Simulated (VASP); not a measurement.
# Sb (P6/mmm) in VASP: settings compared

The runs below take Sb through single point, relaxation of shape and atoms at fixed volume, with PBE, PBE+D4.

Program: VASP 6.6.1. These are calculated values, not measurements. Logs are shortened: lines on timing, memory, paths and dates and some standing lists are left out, and cuts for length are marked.

## 1. The cell of the first run

It takes space group P6/mmm (No. 191, hexagonal). The conventional cell has a = 5.456 Å, b = 5.456 Å, c = 3.214 Å, α = 90.00°, β = 90.00°, γ = 120.00°. Sb (site symmetry 6/mmm) has 14 Sb at 3.21 to 3.54 Å within 4.2 Å. Sb (site symmetry -6m2) has 11 Sb at 3.15 to 3.54 Å within 4.1 Å.

## 2. Single point, PBE

The input, INCAR:

```
SYSTEM = Sb
  ALGO = Normal
  EDIFF = 1E-7
  ENCUT = 520
  GGA = PE
  ISIF = 2
  ISMEAR = -1
  LASPH = .TRUE.
  LCHARG = .FALSE.
  LREAL = .FALSE.
  LWAVE = .FALSE.
  NBANDS = 14
  NELM = 80
  PREC = Accurate
  SIGMA = 0.1
```

The input, KPOINTS:

```
k-points
0
G
  7 7 9
  0 0 0
```

The input, POSCAR:

```
Sb
1.0
    5.4563442636      0.0000000000      0.0000000000
   -2.7281721318      4.7253327441      0.0000000000
    0.0000000000      0.0000000000      3.2141903864
Sb
3
Direct
    0.0000000000      0.0000000000      0.0000000000
    0.3333333333      0.6666666667      0.5000000000
    0.6666666667      0.3333333333      0.5000000000
```

Potentials or basis: VASP PAW PBE potentials, release 64 (Sb).

On the command line:

```sh
> cat potpaw_PBE.64/Sb/POTCAR > POTCAR
> mpirun -np 1 vasp_std > vasp.out
```

OUTCAR:

```text
SYSTEM = Sb
   EDIFF = 1E-7
   ENCUT = 520
   GGA = PE
   ISIF = 2
   ISMEAR = -1
   LASPH = .TRUE.
   LREAL = .FALSE.
   NELM = 80
   PREC = Accurate

 ion  position               nearest neighbor table
   1  0.000  0.000  0.000-   2 3.54   3 3.54   2 3.54   3 3.54   3 3.54   3 3.54   2 3.54   2 3.54
                             3 3.54   3 3.54   2 3.54   2 3.54
   2  0.333  0.667  0.500-   3 3.15   3 3.15   3 3.15   1 3.54   1 3.54   1 3.54   1 3.54   1 3.54
                             1 3.54
   3  0.667  0.333  0.500-   2 3.15   2 3.15   2 3.15   1 3.54   1 3.54   1 3.54   1 3.54   1 3.54
                             1 3.54

  LATTYP: Found a hexagonal cell.
 ALAT       =     5.4563442636
 C/A-ratio  =     0.5890739717

  Lattice vectors:

 A1 = (   5.4563442636,   0.0000000000,   0.0000000000)
 A2 = (  -2.7281721318,   4.7253327441,   0.0000000000)
 A3 = (   0.0000000000,   0.0000000000,   3.2141903864)

Analysis of symmetry for initial positions (statically):
=====================================================================
 Subroutine PRICEL returns:
 Original cell was already a primitive cell.

 Routine SETGRP: Setting up the symmetry group for a
 hexagonal supercell.

 Subroutine GETGRP returns: Found 24 space group operations
 (whereof 24 operations were pure point group operations)
 out of a pool of 24 trial point group operations.

The static configuration has the point symmetry D_6h.

Analysis of symmetry for dynamics (positions and initial velocities):
=====================================================================
 Subroutine PRICEL returns:
 Original cell was already a primitive cell.

 Routine SETGRP: Setting up the symmetry group for a
 hexagonal supercell.

 Subroutine GETGRP returns: Found 24 space group operations
 (whereof 24 operations were pure point group operations)
 out of a pool of 24 trial point group operations.

The dynamic configuration has the point symmetry D_6h.

 Subroutine INISYM returns: Found 24 space group operations
 (whereof 24 operations are pure point group operations),
 and found     1 'primitive' translations

----------------------------------------------------------------------------------------

                                     Primitive cell

  volume of cell :      82.8716

  direct lattice vectors                    reciprocal lattice vectors
     5.456344264  0.000000000  0.000000000     0.183272893  0.105812654  0.000000000
    -2.728172132  4.725332744  0.000000000     0.000000000  0.211625309  0.000000000
     0.000000000  0.000000000  3.214190386     0.000000000  0.000000000  0.311120338

  length of vectors
     5.456344264  5.456344264  3.214190386     0.211625309  0.211625309  0.311120338

  position of ions in fractional coordinates (direct lattice)
     0.000000000  0.000000000  0.000000000
     0.333333333  0.666666667  0.500000000
     0.666666667  0.333333333  0.500000000

  ion indices of the primitive-cell ions
   primitive index   ion index
                 1           1
                 2           2
                 3           3

----------------------------------------------------------------------------------------

 KPOINTS: k-points

Automatic generation of k-mesh.
 Grid dimensions read from file:
 generate k-points for:    7    7    9

 Generating k-lattice:

  Cartesian coordinates                     Fractional coordinates (reciprocal lattice)
     0.026181842  0.015116093  0.000000000     0.142857143  0.000000000  0.000000000
     0.000000000  0.030232187  0.000000000     0.000000000  0.142857143  0.000000000
     0.000000000  0.000000000  0.034568926     0.000000000  0.000000000  0.111111111

  Length of vectors
     0.030232187  0.030232187  0.034568926

  Shift w.r.t. Gamma in fractional coordinates (k-lattice)
     0.000000000  0.000000000  0.000000000

 Subroutine IBZKPT returns following result:
 ===========================================

 Found     40 irreducible k-points:

 Following reciprocal coordinates:
            Coordinates               Weight
  0.000000  0.000000  0.000000      1.000000
  0.142857  0.000000  0.000000      6.000000
  0.285714  0.000000  0.000000      6.000000
  0.428571  0.000000  0.000000      6.000000
  0.142857  0.142857  0.000000      6.000000
  0.285714  0.142857  0.000000     12.000000
[... 16 lines left out ...]
  0.428571  0.142857  0.222222     12.000000
  0.285714  0.285714  0.222222     12.000000
 [... further k-points ...]
   k-points           NKPTS =     40   k-points in BZ     NKDIM =     40   number of bands    NBANDS=     14
   number of dos      NEDOS =    301   number of ions     NIONS =      3
   total plane-waves  NPLWV =  42336
   dimension x,y,z NGX =    42 NGY =   42 NGZ =   24
   dimension x,y,z NGXF=    84 NGYF=   84 NGZF=   48
   ions per type =               3
   NGX,Y,Z   is equivalent  to a cutoff of  12.80, 12.80, 12.41 a.u.
   NGXF,Y,Z  is equivalent  to a cutoff of  25.59, 25.59, 24.83 a.u.
 SYSTEM =  Sb
   PREC   = accura    normal or accurate (medium, high low for compatibility)
   ISTART =      0    job   : 0-new  1-cont  2-samecut
   ICHARG =      2    charge: 1-file 2-atom 10-const
   ISPIN  =      1    spin polarized calculation?
   LNONCOLLINEAR =      F non collinear calculations
   LSORBIT =      F    spin-orbit coupling
   LASPH  =      T    aspherical Exc in radial PAW
   ENCUT  =  520.0 eV  38.22 Ry    6.18 a.u.  10.15 10.15  5.98*2*pi/ulx,y,z
   NELM   =     80;   NELMIN=  2; NELMDL= -5     # of ELM steps
   EDIFF  = 0.1E-06   stopping-criterion for ELM
   LREAL  =      F    real-space projection
   EDIFFG = 0.1E-05   stopping-criterion for IOM
   NSW    =      0    number of steps for IOM
   IBRION =     -1    ionic relax: 0-MD 1-quasi-New 2-CG
   NFREE  =      0    steps in history (QN), initial steepest desc. (CG)
   ISIF   =      2    stress and relaxation
   ISYM   =      2    0-nonsym 1-usesym 2-fastsym
   POTIM  = 0.5000    time-step for ionic-motion
   TEBEG  =    0.0;   TEEND  =   0.0 temperature during run
   PSTRESS=    0.0 pullay stress
   NELECT =      15.0000    total number of electrons
   NUPDOWN=      -1.0000    fix difference up-down
   EMIN   =  10.00;   EMAX   =-10.00  energy-range for DOS
   EFERMI =   0.00;   METHOD = LEGACY
   ISMEAR =    -1;   SIGMA  =   0.10  broadening in eV -4-tet -1-fermi 0-gaus
   EFERMI_NEDOS =   21; number of points for ismear=-14 and -15
   IALGO  =     38    algorithm
   IMIX   =      4    mixing-type and parameters
     AMIX     =   0.40;   BMIX     =  1.00
     AMIX_MAG =   1.60;   BMIX_MAG =  1.00
  volume/ion in A,a.u.               =      27.62       186.42
  Fermi-wavevector in a.u.,A,eV,Ry     =   0.926055  1.749990 11.668049  0.857577
  Thomas-Fermi vector in A             =   2.051976
   LORBIT       =      0    0 simple, 1 ext, 2 COOP (PROOUT), +10 PAW based schemes
   GGA     = PE    functional components
[... 5 lines left out ...]
 non-spin polarized calculation
  energy-cutoff  :      520.00
  volume of cell :       82.87
 maximum number of plane-waves:      2256
 NGX is ok and might be reduce to    42
   NGX = 21   NGY = 21   NGZ = 11

 number of electron      15.0000000 magnetization

 Free energy of the ion-electron system (eV)
  ---------------------------------------------------
  ext. energy  EPLUGINS =         0.00000000
  ---------------------------------------------------
  free energy    TOTEN  =       -11.71266499 eV

  energy without entropy =      -11.64639971  energy(sigma->0) =      -11.67953235

 E-fermi :   8.1616     XC(G=0): -10.1077

 val. band max:        8.1202853415   @ k =   0.4286   0.0000   0.1111
 cond. band min:       8.1715631534   @ k =   0.2857   0.0000   0.2222
 fundamental gap:      0.0512778119
 Fermi energy:         8.1615501781

 k-point     1 :       0.0000    0.0000    0.0000
  band No.  band energies     occupation
      1      -4.5649      2.00000
      2      -0.1865      2.00000
      3       0.0155      2.00000
      4       4.2451      2.00000
      5       4.2451      2.00000
      6       4.4956      2.00000
      7       4.4956      2.00000
      8       9.9717      0.00000
      9      13.2324      0.00000
     10      13.2324      0.00000
     11      13.8591      0.00000
     12      13.8680      0.00000
     13      13.8721      0.00000
     14      18.2861      0.00000

 k-point     2 :       0.1429    0.0000    0.0000
  band No.  band energies     occupation
      1      -4.4300      2.00000
      2      -0.4911      2.00000
      3      -0.2764      2.00000
      4       3.5063      2.00000
      5       4.0268      2.00000
      6       5.4952      2.00000
      7       5.8322      2.00000
      8      10.1109      0.00000
      9      12.1608      0.00000
     10      12.8384      0.00000
     11      13.6113      0.00000
     12      13.7004      0.00000
     13      13.9841      0.00000
     14      17.6299      0.00000

 k-point     3 :       0.2857    0.0000    0.0000
  band No.  band energies     occupation
      1      -4.0278      2.00000
      2      -1.4274      2.00000
      3      -0.6226      2.00000
      4       2.9311      2.00000
      5       4.8260      2.00000
      6       6.8434      2.00000
      7       7.8182      1.93746
      8      10.1469      0.00000
      9      10.5199      0.00000
     10      11.6738      0.00000
     11      12.8929      0.00000
     12      13.4120      0.00000
     13      14.3367      0.00000
     14      16.3839      0.00000
[... 324 lines left out ...]
 k-point    23 :       0.4286    0.1429    0.2222
  band No.  band energies     occupation
      1      -2.2409      2.00000
      2      -2.1116      2.00000
      3      -0.6695      2.00000
      4       3.8975      2.00000
      5       6.4287      2.00000
      6       6.7042      2.00000
      7       7.8539      1.91184
      8       7.8612      1.90548
      9       8.9292      0.00093
     10      10.0745      0.00000
     11      10.6922      0.00000
     12      11.0485      0.00000
     13      14.1528      0.00000
     14      15.0293      0.00000

 k-point    24 :       0.2857    0.2857    0.2222
  band No.  band energies     occupation
      1      -2.3079      2.00000
      2      -1.4936      2.00000
      3      -1.4244      2.00000
      4       4.9402      2.00000
      5       5.5454      2.00000
      6       6.8169      2.00000
      7       7.3316      1.99950
      8       7.9090      1.85188
      9       8.5347      0.04680
     10      10.7987      0.00000
     11      10.8049      0.00000
     12      11.5852      0.00000
     13      15.1384      0.00000
     14      15.3652      0.00000

 [... further k-points ...]
[... 5 lines left out ...]
  --------------------------------------------------------------------------------------
  -------------------------------------------------------------------------------------
  Total       -0.0734511     -0.0734511     -0.0464961      0.0000000      0.0000000      0.0000000
  in kB       -1.4200491     -1.4200491     -0.8989211      0.0000000      0.0000000      0.0000000
  external PRESSURE =      -1.2463398 kB  Pullay stress =       0.0000000 kB

 VOLUME and BASIS-vectors are now :
 -----------------------------------------------------------------------------
  energy-cutoff  :      520.00
  volume of cell :       82.87
      direct lattice vectors                 reciprocal lattice vectors
     5.456344264  0.000000000  0.000000000     0.183272893  0.105812654  0.000000000
    -2.728172132  4.725332744  0.000000000     0.000000000  0.211625309  0.000000000
     0.000000000  0.000000000  3.214190386     0.000000000  0.000000000  0.311120338

 POSITION                                       TOTAL-FORCE (eV/Angst)
 -----------------------------------------------------------------------------------
      0.00000      0.00000      0.00000         0.000000      0.000000      0.000000
     -0.00000      3.15022      1.60710        -0.000000      0.000000     -0.000000
      2.72817      1.57511      1.60710         0.000000      0.000000      0.000000
 -----------------------------------------------------------------------------------
    total drift:                               -0.000000      0.000000     -0.000000

  FREE ENERGIE OF THE ION-ELECTRON SYSTEM (eV)
  ---------------------------------------------------
  free  energy   TOTEN  =       -11.7126649941 eV

  energy  without entropy=      -11.6463997077  energy(sigma->0) =      -11.67953235
```

Run time: 31 s. Hardware: 1 thread of Intel Xeon Platinum 8259CL at 2.50GHz (Skylake/Cascade Lake), shared host; peak memory 0.2 GiB.

Results:

| Property | Result |
| --- | --- |
| Free energy | -11.7127 eV |
| Pressure | -0.1 GPa |

Levels at points of the mesh, in eV from the Fermi level:
```tsv
k point	band 4	band 5	band 6	band 7	band 8	band 9	band 10	band 11
(0.00, 0.00, 0.00)	-3.92	-3.92	-3.67	-3.67	1.81	5.07	5.07	5.70
```

Caveat: spin-orbit coupling is left out, which moves the levels of the heavy elements.

## 3. Single point, PBE+D4

The input, INCAR:

```
PREC     = Accurate       # precision mode
ENCUT    = 520            # plane-wave cutoff, eV
EDIFF    = 1E-7           # SCF threshold, eV
ISMEAR   = -1             # smearing method
SIGMA    = 0.1            # smearing width, eV
LREAL    = False          # projectors in reciprocal space
LASPH    = True           # aspherical terms in the spheres
NELM     = 60             # most SCF steps
ALGO     = Normal         # electronic algorithm
ISIF     = 2              # what is computed and relaxed
LWAVE    = False          # write WAVECAR
LCHARG   = False          # write CHGCAR
GGA      = PE             # functional
IVDW     = 13             # dispersion correction
NBANDS   = 14             # bands
```

The input, KPOINTS:

```
regular mesh
0
Gamma
  7 7 9
```

POSCAR is that of step 2.

Potentials or basis: VASP PAW PBE potentials, release 64 (Sb).

On the command line:

```sh
> cat potpaw_PBE.64/Sb/POTCAR > POTCAR
> mpirun -np 1 vasp_std > vasp.out
```

Run time: 31 s. Hardware: 1 thread of Intel Xeon Platinum 8259CL at 2.50GHz (Skylake/Cascade Lake), shared host; peak memory 0.21 GiB.

Results (log left out):

| Item | Value |
| --- | --- |
| Free energy | -13.3639 eV |
| Pressure | -3.0 GPa |
| Dispersion energy per atom | -0.550 eV |

Levels at points of the mesh, in eV from the Fermi level:
```tsv
k point	band 5	band 6	band 7	band 8	band 9	band 10
(0.00, 0.00, 0.00)	-3.92	-3.67	-3.67	1.81	5.07	5.07
```

Caveat: spin-orbit coupling is left out, which moves the levels of the heavy elements; pairwise dispersion overbinds metals, which lowers pressure and volume.

## 4. Relaxation of shape and atoms at fixed volume, PBE

This run uses another cell than the first one, of 11.88 Å³/atom, 0.430 times its volume.

The input, INCAR:

```
SYSTEM = Sb
  ALGO = Normal
  EDIFF = 1E-7
  EDIFFG = -0.005
  ENCUT = 600
  GGA = PE
  IBRION = 2
  ISIF = 4
  ISMEAR = -1
  LASPH = .TRUE.
  LCHARG = .FALSE.
  LREAL = .FALSE.
  LWAVE = .FALSE.
  NELM = 100
  NSW = 50
  PREC = Accurate
  SIGMA = 0.1
```

The input, KPOINTS:

```
k-points
0
G
  7 7 9
  0 0 0
```

The input, POSCAR:

```
Sb
1.0
    4.1183626114      0.0000000000      0.0000000000
   -2.0591813057      3.5666066435      0.0000000000
    0.0000000000      0.0000000000      2.4260202205
Sb
3
Direct
    0.0000000000      0.0000000000      0.0000000000
    0.3333333333      0.6666666667      0.5000000000
    0.6666666667      0.3333333333      0.5000000000
```

On the command line:

```sh
> cat potpaw_PBE.64/Sb/POTCAR > POTCAR
> mpirun -np 1 vasp_std > vasp.out
```

Wall time 39 s (1 thread of Intel Xeon Platinum 8259CL at 2.50GHz (Skylake/Cascade Lake), shared host); peak memory 0.17 GiB.

Results (log left out):

| Item | Value |
| --- | --- |
| Free energy | 11.7753 eV |
| Energy gained by relaxing | 1.8 meV/atom |
| Ionic steps | 4 |
| Pressure after relaxing | 355.0 GPa |

Step by step:
```tsv
step	energy change (eV)	largest force (eV/Å)	pressure (GPa)	volume (Å³)
1	0.0000	0.0000	355.12	35.63
2	0.0126	0.0000	355.07	35.63
3	-0.0055	0.0000	355.00	35.63
4	-0.0055	0.0000	355.01	35.63
```

Final structure:
```
CELL_PARAMETERS angstrom
4.10402 0.00000 0.00000
-2.05201 3.55419 0.00000
0.00000 0.00000 2.44300
ATOMIC_POSITIONS crystal
Sb 0.00000 0.00000 0.00000
Sb 0.33333 0.66667 0.50000
Sb 0.66667 0.33333 0.50000
```

Levels at points of the mesh, in eV from the Fermi level:
```csv
k point,band 6,band 7,band 8,band 9,band 10,band 11
"(0.00, 0.00, 0.00)",-9.27,-9.22,1.89,7.56,9.66,10.96
```

Caveat: the bands computed are all filled at some k points, so no gap is given; spin-orbit coupling is left out, which moves the levels of the heavy elements.

## 5. Overview

| task | level | cell | cutoff (eV) | gap on the mesh (eV) | pressure (GPa) |
| --- | --- | --- | --- | --- | --- |
| single point | PBE | a = 5.456, b = 5.456, c = 3.214 Å, angles 90.0, 90.0, 120.0°, 3 atoms | 520 | none | -0.1 |
| single point | PBE+D4 | a = 5.456, b = 5.456, c = 3.214 Å, angles 90.0, 90.0, 120.0°, 3 atoms | 520 | none | -3.0 |
| relaxation of shape and atoms at fixed volume | PBE | relaxed from a = 4.118, b = 4.118, c = 2.426 Å, angles 90.0, 90.0, 120.0°, 3 atoms | 600 | - | 355.0 |

Alike in all rows: potentials or basis VASP PAW PBE potentials, release 64 (Sb); no spin polarisation; k mesh 7 × 7 × 9; smearing fermi-dirac 0.1 eV.

Caveats: spin-orbit coupling is left out, which moves the levels of the heavy elements; pairwise dispersion overbinds metals, which lowers pressure and volume (some runs); the bands computed are all filled at some k points, so no gap is given (some runs).

Total energies depend on the potentials used, so only differences within one code and one set of settings carry meaning.
